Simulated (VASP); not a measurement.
# ZnRe (P-6m2) in VASP: a series of runs

Runs on ZnRe. Level: PBE. Tasks: single point.

Program: VASP 6.6.1. These are calculated values, not measurements. Logs are shortened: lines on timing, memory, paths and dates and some standing lists are left out, and cuts for length are marked.

## Step 1: The cell of the first run

It takes space group P-6m2 (No. 187, hexagonal). Conventional cell: a = 2.748 Å, b = 2.748 Å, c = 4.494 Å, α = 90.00°, β = 90.00°, γ = 120.00°. Within 3.6 Å of Zn (site symmetry -6m2) lie 6 Zn at 2.75 Å and 6 Re at 2.75 Å. Within 3.6 Å of Re (site symmetry -6m2) lie 6 Re at 2.75 Å and 6 Zn at 2.75 Å.

## Step 2: Single point, PBE

The input, INCAR:

```
PREC = Accurate ; ENCUT = 520
EDIFF = 1E-6 ; ISMEAR = -1
SIGMA = 0.15 ; LREAL = F
LASPH = T ; NELM = 60
ALGO = Normal ; ISIF = 2
LWAVE = F ; LCHARG = T
GGA = PE ; LELF = T
LVHAR = T ; NBANDS = 16
```

The input, KPOINTS:

```
regular mesh
0
Gamma
  4 4 2
```

The input, POSCAR:

```
ZnRe
1.0
    2.7482000000      0.0000000000      0.0000000000
   -1.3741000000      2.3800000000      0.0000000000
    0.0000000000      0.0000000000      4.4941000000
Zn Re
1 1
Direct
    0.0000000000      0.0000000000      0.0000000000
    0.3333333333      0.6666666667      0.5000000000
```

Potentials or basis: VASP PAW PBE potentials, release 64 (Zn, Re).

Launch:

```
$ cat potpaw_PBE.64/Zn/POTCAR potpaw_PBE.64/Re/POTCAR > POTCAR
$ mpirun -np 1 vasp_std > vasp.out
```

OUTCAR:

```text
PREC = Accurate
   ENCUT = 520
   EDIFF = 1E-6
   ISMEAR = -1
   LREAL = F
   LASPH = T
   NELM = 60
   ISIF = 2
   GGA = PE

 ion  position               nearest neighbor table
   1  0.000  0.000  0.000-   2 2.75   2 2.75   2 2.75   2 2.75   2 2.75   2 2.75
   2  0.333  0.667  0.500-   1 2.75   1 2.75   1 2.75   1 2.75   1 2.75   1 2.75

  LATTYP: Found a hexagonal cell.
 ALAT       =     2.7482000000
 C/A-ratio  =     1.6352885525

  Lattice vectors:

 A1 = (   2.7482000000,   0.0000000000,   0.0000000000)
 A2 = (  -1.3741000000,   2.3800000000,   0.0000000000)
 A3 = (   0.0000000000,   0.0000000000,   4.4941000000)

Analysis of symmetry for initial positions (statically):
=====================================================================
 Subroutine PRICEL returns:
 Original cell was already a primitive cell.

 Routine SETGRP: Setting up the symmetry group for a
 hexagonal supercell.

 Subroutine GETGRP returns: Found 12 space group operations
 (whereof 12 operations were pure point group operations)
 out of a pool of 24 trial point group operations.

The static configuration has the point symmetry D_3h.

Analysis of symmetry for dynamics (positions and initial velocities):
=====================================================================
 Subroutine PRICEL returns:
 Original cell was already a primitive cell.

 Routine SETGRP: Setting up the symmetry group for a
 hexagonal supercell.

 Subroutine GETGRP returns: Found 12 space group operations
 (whereof 12 operations were pure point group operations)
 out of a pool of 24 trial point group operations.

The dynamic configuration has the point symmetry D_3h.

 Subroutine INISYM returns: Found 12 space group operations
 (whereof 12 operations are pure point group operations),
 and found     1 'primitive' translations

----------------------------------------------------------------------------------------

                                     Primitive cell

  volume of cell :      29.3946

  direct lattice vectors                    reciprocal lattice vectors
     2.748200000  0.000000000  0.000000000     0.363874536  0.210084034  0.000000000
    -1.374100000  2.380000000  0.000000000     0.000000000  0.420168067  0.000000000
     0.000000000  0.000000000  4.494100000     0.000000000  0.000000000  0.222513963

  length of vectors
     2.748200000  2.748190461  4.494100000     0.420166609  0.420168067  0.222513963

  position of ions in fractional coordinates (direct lattice)
     0.000000000  0.000000000  0.000000000
     0.333333333  0.666666667  0.500000000

  ion indices of the primitive-cell ions
   primitive index   ion index
                 1           1
                 2           2

----------------------------------------------------------------------------------------

 KPOINTS: regular mesh

Automatic generation of k-mesh.
 Grid dimensions read from file:
 generate k-points for:    4    4    2

 Generating k-lattice:

  Cartesian coordinates                     Fractional coordinates (reciprocal lattice)
     0.090968634  0.052521008  0.000000000     0.250000000 -0.000000000  0.000000000
     0.000000000  0.105042017  0.000000000     0.000000000  0.250000000  0.000000000
     0.000000000  0.000000000  0.111256981     0.000000000  0.000000000  0.500000000

  Length of vectors
     0.105041652  0.105042017  0.111256981

  Shift w.r.t. Gamma in fractional coordinates (k-lattice)
     0.000000000  0.000000000  0.000000000

 Subroutine IBZKPT returns following result:
 ===========================================

 Found      8 irreducible k-points:

 Following reciprocal coordinates:
            Coordinates               Weight
  0.000000  0.000000  0.000000      1.000000
  0.250000  0.000000  0.000000      6.000000
  0.500000  0.000000  0.000000      3.000000
  0.250000  0.250000  0.000000      6.000000
  0.000000  0.000000  0.500000      1.000000
  0.250000  0.000000  0.500000      6.000000
  0.500000  0.000000  0.500000      3.000000
  0.250000  0.250000  0.500000      6.000000
   k-points           NKPTS =      8   k-points in BZ     NKDIM =      8   number of bands    NBANDS=     16
   number of dos      NEDOS =    301   number of ions     NIONS =      2
   total plane-waves  NPLWV =  14400
   dimension x,y,z NGX =    20 NGY =   20 NGZ =   36
   dimension x,y,z NGXF=    40 NGYF=   40 NGZF=   72
   ions per type =               1   1
   NGX,Y,Z   is equivalent  to a cutoff of  12.10, 12.10, 13.32 a.u.
   NGXF,Y,Z  is equivalent  to a cutoff of  24.20, 24.20, 26.63 a.u.
 SYSTEM =  unknown system
   PREC   = accura    normal or accurate (medium, high low for compatibility)
   ISTART =      0    job   : 0-new  1-cont  2-samecut
   ICHARG =      2    charge: 1-file 2-atom 10-const
   ISPIN  =      1    spin polarized calculation?
   LNONCOLLINEAR =      F non collinear calculations
   LSORBIT =      F    spin-orbit coupling
   LASPH  =      T    aspherical Exc in radial PAW
   ENCUT  =  520.0 eV  38.22 Ry    6.18 a.u.   5.11  5.11  8.36*2*pi/ulx,y,z
   NELM   =     60;   NELMIN=  2; NELMDL= -5     # of ELM steps
   EDIFF  = 0.1E-05   stopping-criterion for ELM
   LREAL  =      F    real-space projection
   EDIFFG = 0.1E-04   stopping-criterion for IOM
   NSW    =      0    number of steps for IOM
   IBRION =     -1    ionic relax: 0-MD 1-quasi-New 2-CG
   NFREE  =      0    steps in history (QN), initial steepest desc. (CG)
   ISIF   =      2    stress and relaxation
   ISYM   =      2    0-nonsym 1-usesym 2-fastsym
   POTIM  = 0.5000    time-step for ionic-motion
   TEBEG  =    0.0;   TEEND  =   0.0 temperature during run
   PSTRESS=    0.0 pullay stress
   NELECT =      19.0000    total number of electrons
   NUPDOWN=      -1.0000    fix difference up-down
   EMIN   =  10.00;   EMAX   =-10.00  energy-range for DOS
   EFERMI =   0.00;   METHOD = LEGACY
   ISMEAR =    -1;   SIGMA  =   0.15  broadening in eV -4-tet -1-fermi 0-gaus
   EFERMI_NEDOS =   21; number of points for ismear=-14 and -15
   IALGO  =     38    algorithm
   IMIX   =      4    mixing-type and parameters
     AMIX     =   0.40;   BMIX     =  1.00
     AMIX_MAG =   1.60;   BMIX_MAG =  1.00
  volume/ion in A,a.u.               =      14.70        99.18
  Fermi-wavevector in a.u.,A,eV,Ry     =   1.415479  2.674867 27.260362  2.003580
  Thomas-Fermi vector in A             =   2.536913
   LORBIT       =      0    0 simple, 1 ext, 2 COOP (PROOUT), +10 PAW based schemes
   GGA     = PE    functional components
   LHFCALC =     F    Hartree Fock is set to
   AEXX    =    0.0000 exact exchange contribution
   IVDW    =     0    specifies the selected vdW correction
   LEPSILON=     F    determine dielectric tensor
   LRPA    =     F    only Hartree local field effects (RPA)
 non-spin polarized calculation
  energy-cutoff  :      520.00
  volume of cell :       29.39
 maximum number of plane-waves:       801
   NGX = 11   NGY = 11   NGZ = 17

 number of electron      19.0000006 magnetization

 Free energy of the ion-electron system (eV)
  ---------------------------------------------------
  ext. energy  EPLUGINS =         0.00000000
  ---------------------------------------------------
  free energy    TOTEN  =       -13.06260429 eV

  energy without entropy =      -12.95190188  energy(sigma->0) =      -13.00725308

 E-fermi :   5.4688     XC(G=0): -12.7816

 val. band max:        5.4456815134   @ k =   0.2500   0.0000   0.5000
 cond. band min:       5.8273550790   @ k =   0.5000   0.0000   0.5000
 fundamental gap:      0.3816735656
 Fermi energy:         5.4687688725

 k-point     1 :       0.0000    0.0000    0.0000
  band No.  band energies     occupation
      1      -4.7149      2.00000
      2      -2.3309      2.00000
      3      -1.6963      2.00000
      4      -1.6963      2.00000
      5      -1.2987      2.00000
      6      -1.2987      2.00000
[... 8 lines left out ...]
     15      22.7814      0.00000
     16      22.7819      0.00000

 k-point     2 :       0.2500    0.0000    0.0000
  band No.  band energies     occupation
      1      -2.9238      2.00000
      2      -2.0283      2.00000
      3      -1.6731      2.00000
      4      -1.6377      2.00000
      5      -1.3872      2.00000
      6      -1.3810      2.00000
[... 8 lines left out ...]
     15      18.1490      0.00000
     16      20.8315      0.00000

 k-point     3 :       0.5000    0.0000    0.0000
  band No.  band energies     occupation
      1      -2.3671      2.00000
      2      -2.0355      2.00000
      3      -1.7614      2.00000
      4      -1.4769      2.00000
      5      -1.0427      2.00000
      6       0.0965      2.00000
[... 8 lines left out ...]
     15      15.4779      0.00000
     16      17.0252      0.00000

 k-point     4 :       0.2500    0.2500    0.0000
  band No.  band energies     occupation
      1      -1.9834      2.00000
      2      -1.9350      2.00000
      3      -1.6879      2.00000
      4      -1.5970      2.00000
      5      -1.5826      2.00000
      6       0.9737      2.00000
[... 8 lines left out ...]
     15      13.6131      0.00000
     16      19.0164      0.00000

 k-point     5 :       0.0000    0.0000    0.5000
  band No.  band energies     occupation
      1      -2.8922      2.00000
      2      -2.5955      2.00000
      3      -1.7129      2.00000
      4      -1.7129      2.00000
      5      -1.4445      2.00000
      6      -1.3068      2.00000
[... 8 lines left out ...]
     15      20.3594      0.00000
     16      22.1856      0.00000

 k-point     6 :       0.2500    0.0000    0.5000
  band No.  band energies     occupation
      1      -2.1640      2.00000
      2      -2.0180      2.00000
      3      -1.7073      2.00000
      4      -1.3931      2.00000
      5      -1.3485      2.00000
      6      -1.1297      2.00000
[... 8 lines left out ...]
     15      18.3916      0.00000
     16      20.0203      0.00000

 k-point     7 :       0.5000    0.0000    0.5000
  band No.  band energies     occupation
      1      -2.3532      2.00000
      2      -2.2343      2.00000
      3      -1.7588      2.00000
      4      -1.3951      2.00000
      5      -1.0439      2.00000
      6       0.2297      2.00000
[... 8 lines left out ...]
     15      18.2703      0.00000
     16      18.4832      0.00000

 k-point     8 :       0.2500    0.2500    0.5000
  band No.  band energies     occupation
      1      -2.0267      2.00000
      2      -1.9373      2.00000
      3      -1.6747      2.00000
      4      -1.5680      2.00000
      5      -1.5480      2.00000
      6       0.9097      2.00000
[... 8 lines left out ...]
     15      14.5992      0.00000
     16      16.7276      0.00000

------------------------ aborting loop because EDIFF is reached ----------------------------------------

  FORCE on cell =-STRESS in cart. coord.  units (eV):
  Direction    XX          YY          ZZ          XY          YZ          ZX
  --------------------------------------------------------------------------------------
  -------------------------------------------------------------------------------------
  Total       -1.1156203     -1.1156100      1.7435753      0.0000000      0.0000000      0.0000000
  in kB      -60.8077538    -60.8071910     95.0349325      0.0000000      0.0000000      0.0000000
  external PRESSURE =      -8.8600041 kB  Pullay stress =       0.0000000 kB

 VOLUME and BASIS-vectors are now :
 -----------------------------------------------------------------------------
  energy-cutoff  :      520.00
  volume of cell :       29.39
      direct lattice vectors                 reciprocal lattice vectors
     2.748200000  0.000000000  0.000000000     0.363874536  0.210084034  0.000000000
    -1.374100000  2.380000000  0.000000000     0.000000000  0.420168067  0.000000000
     0.000000000  0.000000000  4.494100000     0.000000000  0.000000000  0.222513963

 POSITION                                       TOTAL-FORCE (eV/Angst)
 -----------------------------------------------------------------------------------
      0.00000      0.00000      0.00000         0.000000      0.000000      0.000000
     -0.00000      1.58667      2.24705        -0.000000     -0.000000      0.000000
 -----------------------------------------------------------------------------------
    total drift:                               -0.000000     -0.000071     -0.000000

  FREE ENERGIE OF THE ION-ELECTRON SYSTEM (eV)
  ---------------------------------------------------
  free  energy   TOTEN  =       -13.0626042895 eV

  energy  without entropy=      -12.9519018791  energy(sigma->0) =      -13.00725308
```

It took 3.7 s on 1 thread of AMD EPYC 9R45 (Zen 5), shared host; peak memory 0.11 GiB.

What came out:

- Free energy: -13.0626 eV
- Pressure: -0.9 GPa

Stress tensor (GPa, compression positive):
```
-6.08  0.00  0.00
 0.00 -6.08  0.00
 0.00  0.00  9.50
```

Levels at points of the mesh, in eV from the Fermi level:
```csv
k point,band 7,band 8,band 9,band 10,band 11,band 12,band 13,band 14
"(0.00, 0.00, 0.00)",-4.97,-1.44,-1.32,-1.32,1.81,1.81,4.89,14.63
"(0.50, 0.00, 0.00)",-3.89,-3.13,-1.55,0.85,4.11,5.07,6.48,6.64
"(0.00, 0.00, 0.50)",-6.78,-2.98,-1.23,-1.23,1.74,1.74,9.56,14.15
"(0.50, 0.00, 0.50)",-4.50,-1.23,-0.31,0.36,1.14,4.11,4.21,8.47
```

Caveat: the k points lie up to 0.70 Å⁻¹ apart; spin-orbit coupling is left out, which moves the levels of the heavy elements.

## Step 3: Single point, PBE

The input, INCAR:

```
ALGO     = Normal         # electronic algorithm
EDIFF    = 1E-6           # SCF threshold, eV
ENCUT    = 520            # plane-wave cutoff, eV
GGA      = PE             # functional
ISIF     = 2              # what is computed and relaxed
ISMEAR   = -1             # smearing method
LASPH    = True           # aspherical terms in the spheres
LCHARG   = True           # write CHGCAR
LELF     = True           # ELF
LREAL    = False          # projectors in reciprocal space
LVHAR    = True         
LWAVE    = False          # write WAVECAR
NBANDS   = 16             # bands
NELM     = 60             # most SCF steps
PREC     = Accurate       # precision mode
SIGMA    = 0.15           # smearing width, eV
```

The input, KPOINTS:

```
k-points
0
Gamma
  5 5 3
```

POSCAR is that of step 2.

Potentials or basis: VASP PAW PBE potentials, release 64 (Zn, Re).

Launch:

```
$ cat potpaw_PBE.64/Zn/POTCAR potpaw_PBE.64/Re/POTCAR > POTCAR
$ mpirun -np 1 vasp_std > vasp.out
```

It took 4.3 s on 1 thread of AMD EPYC 9R45 (Zen 5), shared host; peak memory 0.11 GiB.

The run converged. Its results:

* Free energy: -13.0730 eV
* Pressure: -1.4 GPa

Stress tensor (GPa, compression positive):
```
 1.23  0.00  0.00
 0.00  1.23  0.00
 0.00  0.00 -6.59
```

Levels at points of the mesh, in eV from the Fermi level:
```
           k point  band 6  band 7  band 8  band 9  band 10  band 11  band 12  band 13
(0.00, 0.00, 0.00)   -6.97   -5.07   -1.57   -1.30    -1.30     1.67     1.67     4.69
```

Caveat: the k points lie up to 0.53 Å⁻¹ apart; spin-orbit coupling is left out, which moves the levels of the heavy elements.

## Step 4: Single point, PBE

The input, INCAR:

```
SYSTEM = ZnRe
ALGO = Normal
EDIFF = 1E-6
ENCUT = 520
GGA = PE
ISIF = 2
ISMEAR = -1
LASPH = .TRUE.
LCHARG = .FALSE.
LREAL = .FALSE.
LWAVE = .FALSE.
NBANDS = 16
NELM = 80
PREC = Accurate
SIGMA = 0.15
```

The input, KPOINTS:

```
k-points
0
G
  6 6 3
  0 0 0
```

POSCAR is that of step 3.

Launch:

```
$ cat potpaw_PBE.64/Zn/POTCAR potpaw_PBE.64/Re/POTCAR > POTCAR
$ mpirun -np 1 vasp_std > vasp.out
```

Wall time 5 s (1 thread of AMD EPYC 9R45 (Zen 5), shared host); peak memory 0.11 GiB.

The run converged. Its results:

* Free energy: -13.1145 eV
* Pressure: -1.4 GPa

Stress tensor (GPa, compression positive):
```
 0.65  0.00  0.00
 0.00  0.65  0.00
 0.00  0.00 -5.60
```

Levels at points of the mesh, in eV from the Fermi level:
| k point | band 7 | band 8 | band 9 | band 10 | band 11 | band 12 | band 13 | band 14 |
| --- | --- | --- | --- | --- | --- | --- | --- | --- |
| (0.00, 0.00, 0.00) | -4.96 | -1.55 | -1.12 | -1.12 | 1.76 | 1.76 | 4.72 | 14.80 |
| (0.50, 0.00, 0.00) | -3.93 | -3.26 | -1.65 | 0.80 | 4.29 | 4.98 | 6.36 | 6.73 |

Caveat: the k points lie up to 0.47 Å⁻¹ apart; spin-orbit coupling is left out, which moves the levels of the heavy elements.

(Continued in part 2 of 2.)
